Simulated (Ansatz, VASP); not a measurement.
## Ti in VASP and in Ansatz

```xyz
1
Lattice="-1.8067 1.8067 1.3835 1.8067 -1.8067 1.3835 1.4486 1.4486 -1.3835" Properties=species:S:1:pos:R:3 pbc="T T T"
Ti    0.0000    0.0000    0.0000
```

Change from the starting cell: engineering shear strain xy -0.2200, normal strain along z -0.1500.

Alike in both runs: task single point; functional PBE; k mesh 20 × 20 × 20; occupations gaussian, width 0.15 eV; no spin polarisation.

|  | VASP | Ansatz |
| --- | --- | --- |
| version | VASP 6.6.1 | Ansatz 0.2.0 |
| potentials or method | VASP PAW PBE potentials, release 64 (Ti_sv), cutoff 520 eV | scalar-relativistic, plane waves, PAW |
| valence electrons in the cell | 12 | 12 |

|  | VASP | Ansatz | Ansatz less VASP |
| --- | --- | --- | --- |
| gap on the k mesh at the Fermi level (eV) | none | none | - |
| pressure (GPa) | 23.3 | 23.7 | +0.38 |
| traceless stress, the component that is largest in VASP (GPa) | 12.68 | 12.53 | -0.159 |

A gap of «none» marks a metal or a gap that the smearing closes.
